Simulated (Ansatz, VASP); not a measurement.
# Two plane-wave programs on W

The input INCAR:

```
SYSTEM = W
  PREC = Accurate
  ENCUT = 500
  EDIFF = 1E-7
  ISMEAR = 0
  SIGMA = 0.1
  LREAL = .False.
  LASPH = .True.
  NELM = 120
  ALGO = Normal
  ISIF = 3
  LWAVE = .False.
  LCHARG = .False.
  GGA = PE
  IVDW = 12
  IBRION = 2
  NSW = 80
  EDIFFG = -0.01
  GGA_COMPAT = .False.
  NELMIN = 4
```

The input KPOINTS:

```
Automatic mesh
0
Gamma
  11 11 11
  0 0 0
```

POSCAR

```
W
1.0
    0.0000000000      2.0300000000      2.0300000000
    2.0300000000      0.0000000000      2.0300000000
    2.0300000000      2.0300000000      0.0000000000
W
1
Direct
    0.0000000000      0.0000000000      0.0000000000
```

Input for Ansatz:

```yaml
crystal:
  lattice:
    - [0.0, 2.03, 2.03]
    - [2.03, 0.0, 2.03]
    - [2.03, 2.03, 0.0]
  atoms:
    - { symbol: W, position: [0.0, 0.0, 0.0] }
basis:
  ecutwfc: 470.0
kpoints:
  mp_grid:
    grid: [11, 11, 11]
hamiltonian:
  xc: pbe
  dispersion: d3bj
scf:
  occupations:
    method: gaussian
    width: 0.1
relax:
  cell: {}
```

Alike in both runs: task relaxation of cell and atoms; functional PBE; dispersion D3(BJ); k mesh 11 × 11 × 11; occupations gaussian, width 0.1 eV; no spin polarisation.

```csv
,VASP,Ansatz
version,VASP 6.6.1,Ansatz 0.2.0
potentials or method,"VASP PAW PBE potentials, release 64 (W_sv), cutoff 500 eV","plane waves, PAW"
valence electrons in the cell,14,14
```

Ansatz gave:

| Item | Value |
| --- | --- |
| relaxed volume (Å³/atom) | 16.07 |
| relaxed cell length with the largest relative difference (Å) | 2.833 |

**Question.** Which values does VASP return?

**Answer.** Relaxed volume (Å³/atom): 16.10; relaxed cell length with the largest relative difference (Å): 2.834.

Neither program's run includes spin-orbit coupling.
